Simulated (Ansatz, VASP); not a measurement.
## One calculation of LiTa2O5, two programs

```
Li Ta O
1.0
     7.66308    0.00000    0.00000
    -3.83154    6.63642    0.00000
     0.00000    0.00000    4.42790
Li Ta O
1 2 5
Direct
  0.00000 0.00000 0.00000
  0.33333 0.66667 0.50000
  0.66667 0.33333 0.50000
  0.33333 0.66667 0.00000
  0.00000 0.45433 0.50000
  0.54567 0.54567 0.50000
  0.45433 0.00000 0.50000
  0.66667 0.33333 0.00000
```

Alike in both runs: task relaxation of cell and atoms; functional PBE; k mesh 3 × 3 × 4; occupations gaussian, width 0.1 eV; no spin polarisation.

```csv
,VASP,Ansatz
version,VASP 6.6.1,Ansatz 0.2.0
potentials or method,"VASP PAW PBE potentials, release 64 (Li_sv, Ta_pv, O), cutoff 600 eV","scalar-relativistic, plane waves, PAW"
valence electrons in the cell,55,59
```

|  | VASP | Ansatz | Ansatz less VASP |
| --- | --- | --- | --- |
| gap on the k mesh at the Fermi level, each at its own relaxed structure (eV) | none | none | - |
| relaxed volume (Å³/atom) | 14.12 | 14.08 | -0.037 |
| relaxed cell length with the largest relative difference (Å) | 5.780 | 5.774 | -0.0057 |

A gap of «none» marks a metal or a gap that the smearing closes. VASP's potentials hold 55 valence electrons a cell and Ansatz's 59, so a difference there can come from the potentials and not from the codes.

Neither program's run includes spin-orbit coupling. Noted on VASP's run: the cutoff is short for stress, so the pressure is rough; the volume moved by over 15 % at a fixed basis, so the end points are rough.
